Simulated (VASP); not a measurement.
# CsYPt2Se4 (P4/mmm) in VASP: a series of runs, part 2 of 3

VASP 6.6.1. The steps go on from the part before.

## (3) Single point, PBE

This run uses another cell than the first one, of 30.60 Å³/atom.

Input file INCAR:

```
SYSTEM = CsYPt2Se4
PREC = Accurate
ENCUT = 520
EDIFF = 1E-6
ISMEAR = 0
SIGMA = 0.1
LREAL = .FALSE.
LASPH = .TRUE.
NELM = 100
ALGO = Normal
ISIF = 2
LWAVE = .FALSE.
LCHARG = .FALSE.
GGA = PE
NBANDS = 42
```

Input file KPOINTS:

```
Automatic mesh
0
G
  4 4 2
  0 0 0
```

Input file POSCAR:

```
CsYPt2Se4
1.0
    5.0490000000      0.0000000000      0.0000000000
    0.0000000000      5.0490000000      0.0000000000
    0.0000000000      0.0000000000      9.6040822600
Cs Y Pt Se
1 1 2 4
Direct
    0.5000000000      0.5000000000      0.0000000000
    0.5000000000      0.5000000000      0.5000000000
    0.0000000000      0.0000000000      0.7500000000
    0.0000000000      0.0000000000      0.2500000000
    0.5000000000      0.0000000000      0.7500000000
    0.0000000000      0.5000000000      0.7500000000
    0.5000000000      0.0000000000      0.2500000000
    0.0000000000      0.5000000000      0.2500000000
```

Potentials or basis: VASP PAW PBE potentials, release 64 (Cs_sv, Y_sv, Pt, Se).

On the command line:

```bash
$ cat potpaw_PBE.64/Cs_sv/POTCAR potpaw_PBE.64/Y_sv/POTCAR potpaw_PBE.64/Pt/POTCAR potpaw_PBE.64/Se/POTCAR > POTCAR
$ mpirun -np 1 vasp_std > vasp.out
```

OUTCAR:

```text
SYSTEM = CsYPt2Se4
   PREC = Accurate
   ENCUT = 520
   EDIFF = 1E-6
   ISMEAR = 0
   LREAL = .FALSE.
   LASPH = .TRUE.
   NELM = 100
   ISIF = 2
   GGA = PE

 ion  position               nearest neighbor table
   1  0.500  0.500  0.000-
   2  0.500  0.500  0.500-   5 3.48   6 3.48   7 3.48   8 3.48   5 3.48   7 3.48   6 3.48   8 3.48

   3  0.000  0.000  0.750-   5 2.52   6 2.52   6 2.52   5 2.52
   4  0.000  0.000  0.250-   7 2.52   8 2.52   8 2.52   7 2.52
   5  0.500  0.000  0.750-   3 2.52   3 2.52   2 3.48   2 3.48
   6  0.000  0.500  0.750-   3 2.52   3 2.52   2 3.48   2 3.48
   7  0.500  0.000  0.250-   4 2.52   4 2.52   2 3.48   2 3.48
   8  0.000  0.500  0.250-   4 2.52   4 2.52   2 3.48   2 3.48

  LATTYP: Found a simple tetragonal cell.
 ALAT       =     5.0490000000
 C/A-ratio  =     1.9021751357

  Lattice vectors:

 A1 = (   5.0490000000,   0.0000000000,   0.0000000000)
 A2 = (   0.0000000000,   5.0490000000,   0.0000000000)
 A3 = (   0.0000000000,   0.0000000000,   9.6040822600)

[... 177 lines left out ...]
 cond. band min:       2.4839279871   @ k =   0.5000   0.5000   0.0000
 fundamental gap:      0.0321597778
 Fermi energy:         2.4825382962

 k-point     1 :       0.0000    0.0000    0.0000
  band No.  band energies     occupation
      1     -41.9470      2.00000
      2     -21.8095      2.00000
      3     -21.8095      2.00000
      4     -21.7088      2.00000
      5     -18.1104      2.00000
      6     -10.5601      2.00000
[... 529 lines left out ...]
     41       7.0931      0.00000
     42       7.0934      0.00000

------------------------ aborting loop because EDIFF is reached ----------------------------------------

  FORCE on cell =-STRESS in cart. coord.  units (eV):
  Direction    XX          YY          ZZ          XY          YZ          ZX
  --------------------------------------------------------------------------------------
  -------------------------------------------------------------------------------------
  Total       -4.5032296     -4.5032296     -8.8906195      0.0000000     -0.0000000      0.0000000
  in kB      -29.4691809    -29.4691809    -58.1803053      0.0000000     -0.0000000      0.0000000
  external PRESSURE =     -39.0395557 kB  Pullay stress =       0.0000000 kB

 VOLUME and BASIS-vectors are now :
 -----------------------------------------------------------------------------
  energy-cutoff  :      520.00
  volume of cell :      244.83
      direct lattice vectors                 reciprocal lattice vectors
     5.049000000  0.000000000  0.000000000     0.198059022  0.000000000  0.000000000
     0.000000000  5.049000000  0.000000000     0.000000000  0.198059022  0.000000000
     0.000000000  0.000000000  9.604082260     0.000000000  0.000000000  0.104122390

 POSITION                                       TOTAL-FORCE (eV/Angst)
 -----------------------------------------------------------------------------------
      2.52450      2.52450      0.00000        -0.000000      0.000000     -0.000000
      2.52450      2.52450      4.80204        -0.000000      0.000000     -0.000000
      0.00000      0.00000      7.20306         0.000000      0.000000     -0.111402
      0.00000      0.00000      2.40102        -0.000000      0.000000      0.111402
      2.52450      0.00000      7.20306        -0.000000      0.000000     -1.541349
      0.00000      2.52450      7.20306        -0.000000      0.000000     -1.541349
      2.52450      0.00000      2.40102        -0.000000     -0.000000      1.541349
      0.00000      2.52450      2.40102         0.000000      0.000000      1.541349
 -----------------------------------------------------------------------------------
    total drift:                                0.000000      0.000000     -0.000000

  FREE ENERGIE OF THE ION-ELECTRON SYSTEM (eV)
  ---------------------------------------------------
  free  energy   TOTEN  =       -37.0560835315 eV

  energy  without entropy=      -37.0241757354  energy(sigma->0) =      -37.04012963
```

OSZICAR:

```text
N       E                     dE             d eps       ncg     rms          rms(c)
DAV:   1     0.394192851136E+03    0.39419E+03   -0.27842E+04  1008   0.133E+03
DAV:   2    -0.460527377215E+01   -0.39880E+03   -0.37770E+03  1212   0.268E+02
DAV:   3    -0.395559634075E+02   -0.34951E+02   -0.34057E+02  1390   0.717E+01
DAV:   4    -0.407201805717E+02   -0.11642E+01   -0.11546E+01  1520   0.124E+01
DAV:   5    -0.407481549586E+02   -0.27974E-01   -0.27951E-01  1488   0.159E+00    0.157E+01
DAV:   6    -0.377440073457E+02    0.30041E+01   -0.12334E+01  1188   0.148E+01    0.127E+01
DAV:   7    -0.371268248433E+02    0.61718E+00   -0.32561E+00  1240   0.941E+00    0.892E+00
DAV:   8    -0.370586085047E+02    0.68216E-01   -0.65724E-01  1452   0.315E+00    0.522E+00
DAV:   9    -0.370962019010E+02   -0.37593E-01   -0.23758E-01  1116   0.239E+00    0.148E+00
DAV:  10    -0.370567884281E+02    0.39413E-01   -0.12421E-01  1118   0.185E+00    0.338E-01
DAV:  11    -0.370559398093E+02    0.84862E-03   -0.71988E-03  1184   0.325E-01    0.317E-01
DAV:  12    -0.370560574387E+02   -0.11763E-03   -0.11725E-03  1256   0.154E-01    0.507E-02
DAV:  13    -0.370560627260E+02   -0.52874E-05   -0.18956E-04  1452   0.520E-02    0.407E-02
DAV:  14    -0.370560807322E+02   -0.18006E-04   -0.47470E-05  1192   0.265E-02    0.103E-02
DAV:  15    -0.370560830888E+02   -0.23566E-05   -0.47994E-06  1112   0.969E-03    0.763E-03
DAV:  16    -0.370560835315E+02   -0.44268E-06   -0.18554E-06   888   0.601E-03
   1 F= -.37056084E+02 E0= -.37040130E+02  d E =-.319078E-01
```

stdout:

```text
POSCAR found type information on POSCAR CsY PtSe
 POSCAR found :  4 types and       8 ions
 scaLAPACK will be used
 LDA part: xc-table for (Slater+PW92), standard interpolation
 POSCAR, INCAR and KPOINTS ok, starting setup
 FFT: planning ... GRIDC
 FFT: planning ... GRID_SOFT
 FFT: planning ... GRID
 WAVECAR not read
 entering main loop
```

Run time: 2.5 min. Hardware: 1 thread of AMD EPYC 9R14 (Zen 4), shared host; peak memory 0.39 GiB.

What came out:

* Free energy: -37.0561 eV
* Pressure: -3.9 GPa
* Largest force: 1.541 eV/Å
* Band gap on the k mesh: zero (bands 32 and 33 overlap by 0.95 eV)

Forces on the atoms (eV/Å):
```
Cs   0.000  0.000  0.000
Y    0.000  0.000  0.000
Pt   0.000  0.000 -0.111
Pt   0.000  0.000  0.111
Se   0.000  0.000 -1.541
Se   0.000  0.000 -1.541
Se   0.000  0.000  1.541
Se   0.000  0.000  1.541
```

Stress tensor (GPa, compression positive):
```
-2.95  0.00  0.00
 0.00 -2.95  0.00
 0.00  0.00 -5.82
```

Caveat: the cell stands under tension; spin-orbit coupling is left out, which moves the levels of the heavy elements; forces of over 1 eV/Å act on the atoms, so gaps and moduli don't describe the material at rest.

## (4) Relaxation of cell and atoms, PBE

This run uses another cell than the first one, of 30.60 Å³/atom.

Input file INCAR:

```
SYSTEM = CsYPt2Se4
PREC     = Accurate       ! precision mode
ENCUT    = 600            ! plane-wave cutoff, eV
EDIFF    = 1E-6           ! SCF threshold, eV
ISMEAR   = 0              ! smearing method
SIGMA    = 0.1            ! smearing width, eV
LREAL    = .False.        ! projectors in reciprocal space
LASPH    = .True.         ! aspherical terms in the spheres
NELM     = 80             ! most SCF steps
ALGO     = Normal         ! electronic algorithm
ISIF     = 3              ! what is computed and relaxed
LWAVE    = .False.        ! write WAVECAR
LCHARG   = .False.        ! write CHGCAR
GGA      = PE             ! functional
IBRION   = 2              ! ionic algorithm
NSW      = 90             ! ionic steps
EDIFFG   = -0.04          ! ionic threshold
```

Input file KPOINTS:

```
regular mesh
0
Gamma
  4 4 2
  0 0 0
```

POSCAR is that of step 3.

On the command line:

```bash
$ cat potpaw_PBE.64/Cs_sv/POTCAR potpaw_PBE.64/Y_sv/POTCAR potpaw_PBE.64/Pt/POTCAR potpaw_PBE.64/Se/POTCAR > POTCAR
$ mpirun -np 1 vasp_std > vasp.out
```

It took 34 min on 1 thread of AMD EPYC 9R14 (Zen 4), shared host; peak memory 0.45 GiB.

The run converged. Its results:

| Quantity | Value |
| --- | --- |
| Free energy | -39.8268 eV |
| Relaxed volume | 28.25 Å³/atom |
| Relaxed cell | a = 4.843 Å, b = 4.843 Å, c = 9.636 Å, α = 90.00°, β = 90.00°, γ = 90.00° |
| Space group after relaxing (to 0.1 Å) | P4/mmm (No. 123) |
| Energy gained by relaxing | 346.3 meV/atom |
| Ionic steps | 21 |
| Pressure after relaxing | 0.0 GPa |
| Largest force after relaxing | 0.030 eV/Å |
| Band gap on the k mesh | zero (bands 32 and 33 overlap by 0.55 eV) |

Forces on the atoms (eV/Å):
```
Cs   0.000  0.000  0.000
Y    0.000  0.000  0.000
Pt   0.000  0.000  0.018
Pt   0.000  0.000 -0.018
Se   0.000  0.000  0.030
Se   0.000  0.000  0.030
Se   0.000  0.000 -0.030
Se   0.000  0.000 -0.030
```

The path:
```
step  energy change (eV)  largest force (eV/Å)  pressure (GPa)  volume (Å³)
   1              0.0000                1.5413           -3.89       244.83
   2             -0.8320                1.5073            0.95       219.37
   3             -0.9511                1.5201            4.81       206.25
   4             -1.4233                1.3553            4.24       203.41
   5             -1.9396                0.4924            4.06       194.02
   6             -1.9555                0.6341            3.95       195.15
   7             -2.1482                0.6122            0.90       203.80
   8             -2.1993                0.5816           -1.58       212.62
   9             -2.3652                0.5263           -1.38       215.02
  10             -2.6270                0.4273           -0.53       221.46
  11             -2.6759                0.4367           -0.21       223.75
  12             -2.7053                0.2991            0.67       227.78
  13             -2.7129                0.4826            0.12       225.50
  14             -2.7229                0.4128            0.38       226.67
  15             -2.7407                0.2260           -0.99       231.77
  16             -2.7509                0.1222           -0.50       229.85
  17             -2.7673                0.0210            0.09       226.56
  18             -2.7681                0.0245            0.25       225.67
  19             -2.7689                0.0602           -0.30       226.74
  20             -2.7699                0.0445           -0.05       226.27
  21             -2.7704                0.0303           -0.02       226.03
```

Final structure:
```
Cs Y Pt Se
1.0
     4.84334    0.00000    0.00000
     0.00000    4.84334    0.00000
     0.00000    0.00000    9.63561
Cs Y Pt Se
1 1 2 4
Cartesian
  2.4217 2.4217 0.0000
  2.4217 2.4217 4.8178
  0.0000 0.0000 7.2531
  0.0000 0.0000 2.3825
  2.4217 0.0000 6.5935
  0.0000 2.4217 6.5935
  2.4217 0.0000 3.0421
  0.0000 2.4217 3.0421
```

Levels at points of the mesh, in eV from the Fermi level:
```tsv
k point	band 29	band 30	band 31	band 32	band 33	band 34	band 35	band 36
(0.00, 0.00, 0.00)	-0.24	-0.11	-0.11	-0.01	-0.01	0.71	0.80	2.26
(0.50, 0.00, 0.00)	-0.86	-0.65	-0.37	-0.26	0.00	0.40	2.46	2.72
(0.50, 0.50, 0.00)	-0.68	-0.68	-0.54	0.53	0.55	2.57	3.60	3.74
(0.00, 0.00, 0.50)	-0.22	-0.13	-0.13	0.02	0.02	0.57	1.00	1.96
(0.50, 0.00, 0.50)	-0.76	-0.75	-0.37	-0.31	-0.02	0.45	2.57	2.88
(0.50, 0.50, 0.50)	-0.66	-0.66	-0.53	0.52	1.50	1.58	2.72	3.89
```

Caveat: spin-orbit coupling is left out, which moves the levels of the heavy elements.

[end of part 2 of 3]

The gap in the log of VASP goes by the Fermi energy; the results here count the filled bands.